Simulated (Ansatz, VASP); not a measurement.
# Two plane-wave programs on Li2O

File INCAR:

```
SYSTEM = Li2O
PREC = Accurate
ENCUT = 750
EDIFF = 1E-6
ISMEAR = 0
SIGMA = 0.05
LREAL = .False.
LASPH = .True.
NELM = 120
ALGO = Normal
ISIF = 2
LWAVE = .False.
LCHARG = .False.
GGA = RE
NBANDS = 13
GGA_COMPAT = .False.
```

Contents of KPOINTS:

```
regular mesh
0
Gamma
  8 8 8
  0 0 0
```

File POSCAR:

```
Li2O
1.0
    0.0000000000      2.3267925815      2.3267925815
    2.3267925815      0.0000000000      2.3267925815
    2.3267925815      2.3267925815      0.0000000000
Li O
2 1
Direct
    0.2500000000      0.2500000000      0.2500000000
    0.7500000000      0.7500000000      0.7500000000
    0.0000000000      0.0000000000      0.0000000000
```

Input for Ansatz:

```yaml
crystal:
  lattice:
    - [0.0, 2.3267925815, 2.3267925815]
    - [2.3267925815, 0.0, 2.3267925815]
    - [2.3267925815, 2.3267925815, 0.0]
  atoms:
    - { symbol: Li, position: [0.25, 0.25, 0.25] }
    - { symbol: Li, position: [0.75, 0.75, 0.75] }
    - { symbol: O, position: [0.0, 0.0, 0.0] }
basis:
  ecutwfc: 420
  ecutrho_ratio: 4
kpoints:
  mp_grid: { grid: [8, 8, 8] }
hamiltonian:
  xc: revpbe
scf:
  occupations: { method: gaussian, width: 0.05 }
output:
  forces: true
  stress: true
  eigenvalues: true
```

Alike in both runs: task single point; functional revPBE; k mesh 8 × 8 × 8; occupations gaussian, width 0.05 eV; no spin polarisation.

```csv
,VASP,Ansatz
version,VASP 6.6.1,Ansatz 0.2.0
potentials or method,"VASP PAW PBE potentials, release 64 (Li_sv, O), cutoff 750 eV","scalar-relativistic, plane waves, PAW"
valence electrons in the cell,12,12
```

```csv
,VASP,Ansatz,Ansatz less VASP
gap on the k mesh at the Fermi level (eV),5.04,5.06,+0.014
least direct gap on the mesh (eV),5.17,5.18,+0.001
pressure (GPa),1.2,1.6,+0.37
```

VASP's potentials were made for PBE, not for revPBE.
